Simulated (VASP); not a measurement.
# KTaO3 (P4/mmm) in VASP: a series of runs, part 2 of 2

VASP 6.6.1.

## (3) Single point, PBE (uniaxial z strain -1.0%)

The input, INCAR:

```
SYSTEM = KTaO3
  ALGO = Normal
  EDIFF = 1E-6
  ENCUT = 520
  GGA = PE
  ISIF = 2
  ISMEAR = -1
  LASPH = .True.
  LCHARG = .False.
  LREAL = .False.
  LWAVE = .False.
  NBANDS = 27
  NELM = 60
  PREC = Accurate
  SIGMA = 0.02
```

The input, KPOINTS:

```
k-points
0
Gamma
  6 6 6
  0 0 0
```

The input, POSCAR:

```
KTaO3
1.0
    3.9901311030      0.0000000000      0.0000000000
    0.0000000000      3.9901311030      0.0000000000
    0.0000000000      0.0000000000      3.9502297920
K Ta O
1 1 3
Direct
    0.0000000000      0.0000000000      0.0000000000
    0.5000000000      0.5000000000      0.5000000000
    0.5000000000      0.5000000000      0.0000000000
    0.5000000000      0.0000000000      0.5000000000
    0.0000000000      0.5000000000      0.5000000000
```

Potentials or basis: VASP PAW PBE potentials, release 64 (K_sv, Ta_pv, O).

Command:

```bash
$ cat potpaw_PBE.64/K_sv/POTCAR potpaw_PBE.64/Ta_pv/POTCAR potpaw_PBE.64/O/POTCAR > POTCAR
$ mpirun -np 1 vasp_std > vasp.out
```

OUTCAR:

```text
SYSTEM = KTaO3
   EDIFF = 1E-6
   ENCUT = 520
   GGA = PE
   ISIF = 2
   ISMEAR = -1
   LASPH = .True.
   LREAL = .False.
   NELM = 60
   PREC = Accurate

 ion  position               nearest neighbor table
   1  0.000  0.000  0.000-   4 2.81   5 2.81   4 2.81   5 2.81   5 2.81   5 2.81   4 2.81   4 2.81
                             3 2.82   3 2.82   3 2.82   3 2.82   2 3.44   2 3.44   2 3.44   2 3.44
   2  0.500  0.500  0.500-   3 1.98   3 1.98   5 2.00   4 2.00   4 2.00   5 2.00   1 3.44   1 3.44
                             1 3.44   1 3.44   1 3.44   1 3.44   1 3.44   1 3.44
   3  0.500  0.500  0.000-   2 1.98   2 1.98   1 2.82   1 2.82   1 2.82   1 2.82
   4  0.500  0.000  0.500-   2 2.00   2 2.00   1 2.81   1 2.81   1 2.81   1 2.81
   5  0.000  0.500  0.500-   2 2.00   2 2.00   1 2.81   1 2.81   1 2.81   1 2.81

  LATTYP: Found a simple tetragonal cell.
 ALAT       =     3.9901311030
 C/A-ratio  =     0.9900000000

  Lattice vectors:

 A1 = (   3.9901311030,   0.0000000000,   0.0000000000)
 A2 = (   0.0000000000,   3.9901311030,   0.0000000000)
 A3 = (   0.0000000000,   0.0000000000,   3.9502297920)

Analysis of symmetry for initial positions (statically):
=====================================================================
 Subroutine PRICEL returns:
 Original cell was already a primitive cell.

 Routine SETGRP: Setting up the symmetry group for a
 simple tetragonal supercell.

 Subroutine GETGRP returns: Found 16 space group operations
 (whereof 16 operations were pure point group operations)
 out of a pool of 16 trial point group operations.

The static configuration has the point symmetry D_4h.

Analysis of symmetry for dynamics (positions and initial velocities):
=====================================================================
 Subroutine PRICEL returns:
 Original cell was already a primitive cell.

[... 131 lines left out ...]
   IMIX   =      4    mixing-type and parameters
     AMIX     =   0.40;   BMIX     =  1.00
     AMIX_MAG =   1.60;   BMIX_MAG =  1.00
  volume/ion in A,a.u.               =      12.58        84.88
  Fermi-wavevector in a.u.,A,eV,Ry     =   1.384003  2.615387 26.061486  1.915465
  Thomas-Fermi vector in A             =   2.508548
   LORBIT       =      0    0 simple, 1 ext, 2 COOP (PROOUT), +10 PAW based schemes
   GGA     = PE    functional components
   LHFCALC =     F    Hartree Fock is set to
   AEXX    =    0.0000 exact exchange contribution
   IVDW    =     0    specifies the selected vdW correction
   LEPSILON=     F    determine dielectric tensor
   LRPA    =     F    only Hartree local field effects (RPA)
 non-spin polarized calculation
  energy-cutoff  :      520.00
  volume of cell :       62.89
 maximum number of plane-waves:      1743
 NGX is ok and might be reduce to    30
   NGX = 15   NGY = 15   NGZ = 15

 number of electron      37.9999978 magnetization

 Free energy of the ion-electron system (eV)
  ---------------------------------------------------
  ext. energy  EPLUGINS =         0.00000000
  ---------------------------------------------------
  free energy    TOTEN  =       -40.99896689 eV

  energy without entropy =      -40.99896689  energy(sigma->0) =      -40.99896689

 E-fermi :   2.4261     XC(G=0): -10.9191

 val. band max:        1.8713890641   @ k =   0.5000   0.5000   0.5000
 cond. band min:       4.0459864784   @ k =   0.0000   0.0000   0.0000
 fundamental gap:      2.1745974143
 Fermi energy:         2.4260713239

 k-point     1 :       0.0000    0.0000    0.0000
  band No.  band energies     occupation
      1     -32.2353      2.00000
      2     -32.2184      2.00000
      3     -32.2184      2.00000
      4     -25.4533      2.00000
      5     -15.7300      2.00000
      6     -15.0541      2.00000
[... 709 lines left out ...]
     26      12.6332      0.00000
     27      13.4329      0.00000

 [... further k-points ...]

------------------------ aborting loop because EDIFF is reached ----------------------------------------

  FORCE on cell =-STRESS in cart. coord.  units (eV):
  Direction    XX          YY          ZZ          XY          YZ          ZX
  --------------------------------------------------------------------------------------
  -------------------------------------------------------------------------------------
  Total        2.6211495      2.6211495      4.2177067      0.0000000      0.0000000      0.0000000
  in kB       66.7737369     66.7737369    107.4460048      0.0000000      0.0000000      0.0000000
  external PRESSURE =      80.3311595 kB  Pullay stress =       0.0000000 kB

 VOLUME and BASIS-vectors are now :
 -----------------------------------------------------------------------------
  energy-cutoff  :      520.00
  volume of cell :       62.89
      direct lattice vectors                 reciprocal lattice vectors
     3.990131103  0.000000000  0.000000000     0.250618332  0.000000000  0.000000000
     0.000000000  3.990131103  0.000000000     0.000000000  0.250618332  0.000000000
     0.000000000  0.000000000  3.950229792     0.000000000  0.000000000  0.253149830

 POSITION                                       TOTAL-FORCE (eV/Angst)
 -----------------------------------------------------------------------------------
      0.00000      0.00000      0.00000         0.000000      0.000000      0.000000
      1.99507      1.99507      1.97511         0.000000      0.000000      0.000000
      1.99507      1.99507      0.00000         0.000000      0.000000      0.000000
      1.99507      0.00000      1.97511         0.000000      0.000000      0.000000
      0.00000      1.99507      1.97511         0.000000      0.000000      0.000000
 -----------------------------------------------------------------------------------
    total drift:                                0.000000      0.000000     -0.000000

  FREE ENERGIE OF THE ION-ELECTRON SYSTEM (eV)
  ---------------------------------------------------
  free  energy   TOTEN  =       -40.9989668861 eV

  energy  without entropy=      -40.9989668861  energy(sigma->0) =      -40.99896689
```

OSZICAR:

```text
N       E                     dE             d eps       ncg     rms          rms(c)
DAV:   1     0.325959793848E+03    0.32596E+03   -0.21407E+04  2160   0.144E+03
DAV:   2    -0.308036350092E+02   -0.35676E+03   -0.34425E+03  2538   0.405E+02
DAV:   3    -0.490768342881E+02   -0.18273E+02   -0.18191E+02  2721   0.891E+01
DAV:   4    -0.495295022279E+02   -0.45267E+00   -0.45205E+00  3672   0.117E+01
DAV:   5    -0.495316637013E+02   -0.21615E-02   -0.21612E-02  2742   0.827E-01    0.346E+01
DAV:   6    -0.412124889563E+02    0.83192E+01   -0.34207E+01  2580   0.398E+01    0.133E+01
DAV:   7    -0.410622292673E+02    0.15026E+00   -0.16398E+00  2824   0.832E+00    0.939E+00
DAV:   8    -0.410178425887E+02    0.44387E-01   -0.38109E-01  2651   0.513E+00    0.295E+00
DAV:   9    -0.410003389621E+02    0.17504E-01   -0.33460E-02  2716   0.141E+00    0.467E-01
DAV:  10    -0.409989404918E+02    0.13985E-02   -0.13056E-02  2915   0.736E-01    0.742E-02
DAV:  11    -0.409989360258E+02    0.44660E-05   -0.87005E-04  2927   0.185E-01    0.292E-02
DAV:  12    -0.409989597807E+02   -0.23755E-04   -0.32820E-05  2978   0.473E-02    0.108E-02
DAV:  13    -0.409989668458E+02   -0.70651E-05   -0.76689E-06  2779   0.205E-02    0.397E-03
DAV:  14    -0.409989668861E+02   -0.40354E-07   -0.46655E-07  2085   0.485E-03
   1 F= -.40998967E+02 E0= -.40998967E+02  d E =-.270829E-13
```

stdout:

```text
POSCAR found type information on POSCAR K TaO
 POSCAR found :  3 types and       5 ions
 scaLAPACK will be used
 LDA part: xc-table for (Slater+PW92), standard interpolation
 POSCAR, INCAR and KPOINTS ok, starting setup
 FFT: planning ... GRIDC
 FFT: planning ... GRID_SOFT
 FFT: planning ... GRID
 WAVECAR not read
 entering main loop
```

Run time: 85 s. Hardware: 1 thread of Intel Xeon 8259CL, shared host; peak memory 0.21 GiB.

What came out:

```yaml
Free_energy: -40.9990 eV
Pressure: 8.0 GPa
Band_gap_on_the_k_mesh: 2.17 eV (least direct gap 2.79 eV)
```

Stress tensor (GPa, compression positive):
```
 6.68  0.00  0.00
 0.00  6.68  0.00
 0.00  0.00 10.74
```

Caveat: the cell differs from its parent crystal (uniaxial z strain -1.0%); the cell stands under pressure; spin-orbit coupling is left out, which moves the levels of the heavy elements. A k mesh can miss the band edges.

## (4) Single point, PBE (uniaxial z strain +1.0%)

The input, INCAR:

```
SYSTEM = KTaO3
ALGO = Normal
EDIFF = 1E-6
ENCUT = 520
GGA = PE
ISIF = 2
ISMEAR = -1
LASPH = .True.
LCHARG = .True.
LELF = .True.
LREAL = .False.
LVHAR = .True.
LWAVE = .False.
NBANDS = 27
NELM = 60
PREC = Accurate
SIGMA = 0.02
```

KPOINTS is that of step 3.

POSCAR: that of step 3 with these lines changed.

```diff
@@ -4,3 +4,3 @@
     0.0000000000      3.9901311030      0.0000000000
-    0.0000000000      0.0000000000      3.9502297920
+    0.0000000000      0.0000000000      4.0300324140
 K Ta O
```

Command:

```bash
$ cat potpaw_PBE.64/K_sv/POTCAR potpaw_PBE.64/Ta_pv/POTCAR potpaw_PBE.64/O/POTCAR > POTCAR
$ mpirun -np 1 vasp_std > vasp.out
```

Wall time 1.8 min (1 thread of Intel Xeon 8259CL, shared host); peak memory 0.21 GiB.

It converged, with:

```yaml
Free_energy: -41.0470 eV
Pressure: 3.7 GPa
Band_gap_on_the_k_mesh: 2.14 eV (least direct gap 2.76 eV)
```

Stress tensor (GPa, compression positive):
```
4.95 0.00 0.00
0.00 4.95 0.00
0.00 0.00 1.33
```

Levels at points of the mesh, in eV from the valence-band top:
```
           k point  band 17  band 18  band 19  band 20  band 21  band 22
(0.00, 0.00, 0.00)    -0.64    -0.63    -0.63     2.14     2.14     2.15
(0.50, 0.00, 0.00)    -1.48    -0.86    -0.83     2.30     4.98     4.98
(0.50, 0.50, 0.00)    -1.35    -1.35    -0.05     5.02     5.02     6.30
(0.00, 0.00, 0.50)    -1.51    -0.86    -0.86     2.30     4.85     4.85
(0.50, 0.00, 0.50)    -1.46    -1.46    -0.04     4.89     5.01     6.21
(0.50, 0.50, 0.50)    -0.01     0.00     0.00     6.34     6.34     6.43
```

Caveat: the cell differs from its parent crystal (uniaxial z strain +1.0%); the cell stands under pressure; spin-orbit coupling is left out, which moves the levels of the heavy elements.

## (5) Single point, PBE (uniaxial z strain +2.0%)

The input, INCAR:

```
PREC = Accurate
ENCUT = 520
EDIFF = 1E-6
ISMEAR = -1
SIGMA = 0.02
LREAL = F
LASPH = T
NELM = 60
ALGO = Normal
ISIF = 2
LWAVE = F
LCHARG = F
GGA = PE
NBANDS = 27
```

The input, KPOINTS:

```
Automatic mesh
0
Gamma
  6 6 6
```

POSCAR: that of step 4 with these lines changed.

```diff
@@ -4,3 +4,3 @@
     0.0000000000      3.9901311030      0.0000000000
-    0.0000000000      0.0000000000      4.0300324140
+    0.0000000000      0.0000000000      4.0699337251
 K Ta O
```

Potentials or basis: VASP PAW PBE potentials, release 64 (K_sv, Ta_pv, O).

Command:

```bash
$ cat potpaw_PBE.64/K_sv/POTCAR potpaw_PBE.64/Ta_pv/POTCAR potpaw_PBE.64/O/POTCAR > POTCAR
$ mpirun -np 1 vasp_std > vasp.out
```

OUTCAR:

```text
PREC = Accurate
   ENCUT = 520
   EDIFF = 1E-6
   ISMEAR = -1
   LREAL = F
   LASPH = T
   NELM = 60
   ISIF = 2
   GGA = PE

 ion  position               nearest neighbor table
   1  0.000  0.000  0.000-   3 2.82   3 2.82   3 2.82   3 2.82   5 2.85   4 2.85   5 2.85   5 2.85
                             5 2.85   4 2.85   4 2.85   4 2.85   2 3.48   2 3.48   2 3.48   2 3.48
   2  0.500  0.500  0.500-   4 2.00   5 2.00   4 2.00   5 2.00   3 2.03   3 2.03   1 3.48   1 3.48
                             1 3.48   1 3.48   1 3.48   1 3.48   1 3.48   1 3.48
   3  0.500  0.500  0.000-   2 2.03   2 2.03   1 2.82   1 2.82   1 2.82   1 2.82
   4  0.500  0.000  0.500-   2 2.00   2 2.00   1 2.85   1 2.85   1 2.85   1 2.85
   5  0.000  0.500  0.500-   2 2.00   2 2.00   1 2.85   1 2.85   1 2.85   1 2.85

  LATTYP: Found a simple tetragonal cell.
 ALAT       =     3.9901311030
 C/A-ratio  =     1.0200000000

  Lattice vectors:

 A1 = (   3.9901311030,   0.0000000000,   0.0000000000)
 A2 = (   0.0000000000,   3.9901311030,   0.0000000000)
 A3 = (   0.0000000000,   0.0000000000,   4.0699337251)

Analysis of symmetry for initial positions (statically):
=====================================================================
[... 182 lines left out ...]
 fundamental gap:      2.1074575793
 Fermi energy:         2.1162208255

 k-point     1 :       0.0000    0.0000    0.0000
  band No.  band energies     occupation
      1     -32.5714      2.00000
      2     -32.5714      2.00000
      3     -32.5463      2.00000
      4     -25.6809      2.00000
      5     -15.8432      2.00000
      6     -15.2138      2.00000
[... 709 lines left out ...]
     26      12.2238      0.00000
     27      12.7252      0.00000

 [... further k-points ...]

------------------------ aborting loop because EDIFF is reached ----------------------------------------

  FORCE on cell =-STRESS in cart. coord.  units (eV):
  Direction    XX          YY          ZZ          XY          YZ          ZX
  --------------------------------------------------------------------------------------
  -------------------------------------------------------------------------------------
  Total        1.6757547      1.6757547     -1.0801055      0.0000000     -0.0000000      0.0000000
  in kB       41.4342393     41.4342393    -26.7063849      0.0000000     -0.0000000      0.0000000
  external PRESSURE =      18.7206979 kB  Pullay stress =       0.0000000 kB

 VOLUME and BASIS-vectors are now :
 -----------------------------------------------------------------------------
  energy-cutoff  :      520.00
  volume of cell :       64.80
      direct lattice vectors                 reciprocal lattice vectors
     3.990131103  0.000000000  0.000000000     0.250618332  0.000000000  0.000000000
     0.000000000  3.990131103  0.000000000     0.000000000  0.250618332  0.000000000
     0.000000000  0.000000000  4.069933725     0.000000000  0.000000000  0.245704247

 POSITION                                       TOTAL-FORCE (eV/Angst)
 -----------------------------------------------------------------------------------
      0.00000      0.00000      0.00000         0.000000      0.000000      0.000000
      1.99507      1.99507      2.03497         0.000000      0.000000      0.000000
      1.99507      1.99507      0.00000         0.000000      0.000000      0.000000
      1.99507      0.00000      2.03497         0.000000      0.000000      0.000000
      0.00000      1.99507      2.03497         0.000000      0.000000      0.000000
 -----------------------------------------------------------------------------------
    total drift:                                0.000000      0.000000     -0.000000

  FREE ENERGIE OF THE ION-ELECTRON SYSTEM (eV)
  ---------------------------------------------------
  free  energy   TOTEN  =       -41.0450062131 eV

  energy  without entropy=      -41.0450062131  energy(sigma->0) =      -41.04500621
```

OSZICAR:

```text
N       E                     dE             d eps       ncg     rms          rms(c)
DAV:   1     0.327699116873E+03    0.32770E+03   -0.21255E+04  2160   0.144E+03
DAV:   2    -0.305159052218E+02   -0.35822E+03   -0.34739E+03  2555   0.404E+02
DAV:   3    -0.492232179012E+02   -0.18707E+02   -0.18621E+02  2798   0.895E+01
DAV:   4    -0.496925857681E+02   -0.46937E+00   -0.46868E+00  3645   0.121E+01
DAV:   5    -0.496953274337E+02   -0.27417E-02   -0.27414E-02  2699   0.880E-01    0.327E+01
DAV:   6    -0.412951429868E+02    0.84002E+01   -0.35197E+01  2554   0.394E+01    0.125E+01
DAV:   7    -0.411147787985E+02    0.18036E+00   -0.18311E+00  2778   0.860E+00    0.893E+00
DAV:   8    -0.410696258468E+02    0.45153E-01   -0.44402E-01  2647   0.552E+00    0.307E+00
DAV:   9    -0.410469204262E+02    0.22705E-01   -0.39496E-02  2646   0.157E+00    0.513E-01
DAV:  10    -0.410450089487E+02    0.19115E-02   -0.16346E-02  2894   0.802E-01    0.990E-02
DAV:  11    -0.410449739173E+02    0.35031E-04   -0.11854E-03  2870   0.214E-01    0.320E-02
DAV:  12    -0.410449992712E+02   -0.25354E-04   -0.55285E-05  2814   0.633E-02    0.116E-02
DAV:  13    -0.410450062766E+02   -0.70054E-05   -0.94226E-06  2949   0.231E-02    0.529E-03
DAV:  14    -0.410450062131E+02    0.63527E-07   -0.28888E-07  1999   0.387E-03
   1 F= -.41045006E+02 E0= -.41045006E+02  d E =-.524501E-11
```

stdout:

```text
POSCAR found type information on POSCAR K TaO
 POSCAR found :  3 types and       5 ions
 scaLAPACK will be used
 LDA part: xc-table for (Slater+PW92), standard interpolation
 POSCAR, INCAR and KPOINTS ok, starting setup
 FFT: planning ... GRIDC
 FFT: planning ... GRID_SOFT
 FFT: planning ... GRID
 WAVECAR not read
 entering main loop
```

Run time: 95 s. Hardware: 1 thread of Intel Xeon 8259CL, shared host; peak memory 0.21 GiB.

What came out:

```
Free energy            : -41.0450 eV
Pressure               : 1.9 GPa
Band gap on the k mesh : 2.11 eV (least direct gap 2.73 eV)
```

Stress tensor (GPa, compression positive):
```
 4.14  0.00  0.00
 0.00  4.14  0.00
 0.00  0.00 -2.67
```

Caveat: the cell differs from its parent crystal (uniaxial z strain +2.0%); spin-orbit coupling is left out, which moves the levels of the heavy elements. A k mesh can miss the band edges.

## (6) Overview

| cell | gap on the mesh (eV) | pressure (GPa) |
| --- | --- | --- |
| a = 3.990, b = 3.990, c = 3.910 Å, 5 atoms | 2.18 | 10.5 |
| a = 3.990, b = 3.990, c = 3.950 Å, 5 atoms | 2.17 | 8.0 |
| a = 3.990, b = 3.990, c = 4.030 Å, 5 atoms | 2.14 | 3.7 |
| a = 3.990, b = 3.990, c = 4.070 Å, 5 atoms | 2.11 | 1.9 |

Alike in all rows: task single point; level PBE; potentials or basis VASP PAW PBE potentials, release 64 (K_sv, Ta_pv, O); no spin polarisation; k mesh 6 × 6 × 6; cutoff (eV) 520; smearing fermi-dirac 0.02 eV.

Caveats: spin-orbit coupling is left out, which moves the levels of the heavy elements; the cell stands under pressure (at least some runs).

Total energies depend on the potentials used, so only differences within one code and one set of settings carry meaning.
